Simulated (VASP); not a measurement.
Wanted: the native input for a VASP 6.6.1 run.

| Item | Value |
| --- | --- |
| Task | electric field gradients |
| Functional | r2SCAN |
| Potentials or basis | VASP PAW PBE potentials, release 64 (W_sv, C) |
| Cutoff | 520 eV |
| k mesh | 14 × 14 × 13 |
| Occupations | fermi-dirac, width 0.05 eV |
| Spin | no spin polarisation |
| Dipole correction | no |
| Further INCAR settings | ALGO = Normal; EDIFF = 1e-08; NBANDS = 16 |

Crystal: WC.

```
W C
1.0
     2.90050    0.00000    0.00000
    -1.45025    2.51191    0.00000
     0.00000    0.00000    2.82900
W C
1 1
Cartesian
  0.0000 0.0000 0.0000
  1.4503 0.8373 1.4145
```

These files were run (other wordings do the same):

POSCAR

```
WC
1.0
    2.9005014360      0.0000000000      0.0000000000
   -1.4502507180      2.5119079273      0.0000000000
    0.0000000000      0.0000000000      2.8290000000
W C
1 1
Direct
    0.0000000000      0.0000000000      0.0000000000
    0.6666666667      0.3333333333      0.5000000000
```

INCAR.step1

```
SYSTEM = WC
PREC = Accurate
ENCUT = 520
ISMEAR = -1
SIGMA = 0.05
LREAL = .FALSE.
LASPH = .TRUE.
NELM = 80
NBANDS = 16
GGA = PE
ALGO = Normal
EDIFF = 1E-4
LWAVE = .TRUE.
LCHARG = .FALSE.
```

INCAR.step2

```
SYSTEM = WC
PREC = Accurate
ENCUT = 520
EDIFF = 1E-8
ISMEAR = -1
SIGMA = 0.05
LREAL = .FALSE.
LASPH = .TRUE.
NELM = 80
ALGO = Normal
ISIF = 2
LWAVE = .FALSE.
LCHARG = .FALSE.
METAGGA = R2SCAN
LMIXTAU = .TRUE.
LEFG = .TRUE.
NBANDS = 16
ISTART = 1
```

KPOINTS

```
regular mesh
0
G
  14 14 13
  0 0 0
```

Potentials or basis: VASP PAW PBE potentials, release 64 (W_sv, C).

Launch:

```console
$ cat potpaw_PBE.64/W_sv/POTCAR potpaw_PBE.64/C/POTCAR > POTCAR
$ cp INCAR.step1 INCAR
$ mpirun -np 1 vasp_std > vasp.out
$ cp INCAR.step2 INCAR
$ mpirun -np 1 vasp_std > vasp.out
```

It gave:

```
Pressure                                : 6.3 GPa
Band gap on the k mesh                  : zero (bands 9 and 10 overlap by 1.36 eV)
Largest electric field gradient by atom : W -139.7; C -0.1 V/Å²
```

Caveat: the cell stands under pressure; without QUAD_EFG the Cq values of the log hold for a quadrupole moment of 1 mb, not for the nuclei; the PAW data sets were made with another functional, which shifts forces and pressure a little; spin-orbit coupling is left out, which moves the levels of the heavy elements.

Wall time 94 s on 1 thread of Intel(R) Xeon(R) Platinum 8488C (Sapphire Rapids), with other jobs on the host, peak memory 0.19 GiB.
